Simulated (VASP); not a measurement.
A run of VASP 6.6.1 is set up as follows.

The input POSCAR:

```
KZnF3
1.0
    4.1269635300      0.0000000000      0.0000000000
    0.0000000000      4.1269635300      0.0000000000
    0.0000000000      0.0000000000      4.1269635300
K Zn F
1 1 3
Direct
    0.0000000000      0.0000000000      0.0000000000
    0.5000000000      0.5000000000      0.5000000000
    0.5000000000      0.5000000000      0.0000000000
    0.0000000000      0.5000000000      0.5000000000
    0.5000000000      0.0000000000      0.5000000000
```

Contents of INCAR.step1:

```
SYSTEM = KZnF3
  PREC = Accurate
  ENCUT = 520
  ISMEAR = -1
  SIGMA = 0.02
  LREAL = .FALSE.
  LASPH = .TRUE.
  NELM = 100
  NBANDS = 29
  GGA = PE
  ALGO = Normal
  EDIFF = 1E-4
  LWAVE = .TRUE.
  LCHARG = .FALSE.
```

INCAR.step2

```
SYSTEM = KZnF3
  PREC = Accurate
  ENCUT = 520
  EDIFF = 1E-6
  ISMEAR = -1
  SIGMA = 0.02
  LREAL = .FALSE.
  LASPH = .TRUE.
  NELM = 100
  ALGO = Normal
  ISIF = 2
  LWAVE = .FALSE.
  LCHARG = .FALSE.
  METAGGA = R2SCAN
  LMIXTAU = .TRUE.
  NBANDS = 29
  ISTART = 1
```

KPOINTS

```
Automatic mesh
0
G
  8 8 8
  0 0 0
```

Potentials or basis: VASP PAW PBE potentials, release 64 (K_sv, Zn, F).

Command:

```sh
$ cat potpaw_PBE.64/K_sv/POTCAR potpaw_PBE.64/Zn/POTCAR potpaw_PBE.64/F/POTCAR > POTCAR
$ cp INCAR.step1 INCAR
$ mpirun -np 1 vasp_std > vasp.out
$ cp INCAR.step2 INCAR
$ mpirun -np 1 vasp_std > vasp.out
```

Task: Predict the pressure.

Result: -4.2 GPa.

Task: Estimate the band gap on the k mesh.

Result: 4.43 eV (least direct gap 6.08 eV).

Caveat: the cell stands under tension; the PAW data sets were made with another functional, which shifts forces and pressure a little. r2SCAN opens gaps a little over a GGA but as a rule still falls short of measured ones.
